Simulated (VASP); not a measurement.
Here is a VASP 6.6.1 calculation.

Contents of INCAR:

```
PREC = Accurate ; ENCUT = 630
EDIFF = 1E-6 ; ISMEAR = -1
SIGMA = 0.02 ; LREAL = False
LASPH = True ; NELM = 200
ALGO = Normal ; ISIF = 2
LWAVE = False ; LCHARG = False
GGA = PE ; NBANDS = 29
GGA_COMPAT = False ; LMAXMIX = 6
```

File KPOINTS:

```
Automatic mesh
0
Gamma
  6 6 6
```

Contents of POSCAR:

```
LaAgS2
1.0
    4.1300216913      0.0000000000      0.0000000000
    0.0000000000      4.1300216913      0.0000000000
    0.0000000000      0.0000000000      5.6048983238
Ag S La
1 2 1
Direct
    0.0000000000      0.0000000000      0.0000000000
    0.0000000000      0.0000000000      0.5000000000
    0.5000000000      0.5000000000      0.0000000000
    0.5000000000      0.5000000000      0.5000000000
```

Potentials or basis: VASP PAW PBE potentials, release 64 (Ag_sv_GW, S, La).

Command:

```bash
$ cat potpaw_PBE.64/Ag_sv_GW/POTCAR potpaw_PBE.64/S/POTCAR potpaw_PBE.64/La/POTCAR > POTCAR
$ mpirun -np 1 vasp_std > vasp.out
```

(1) Estimate the band gap on the k mesh.

(2) Estimate the pressure.

## Answers

(1) zero (bands 21 and 22 overlap by 0.26 eV).

(2) 0.0 GPa.

Caveat: semilocal functionals underestimate gaps, and a narrow one can read as zero; spin-orbit coupling is left out, which moves the levels of the heavy elements.
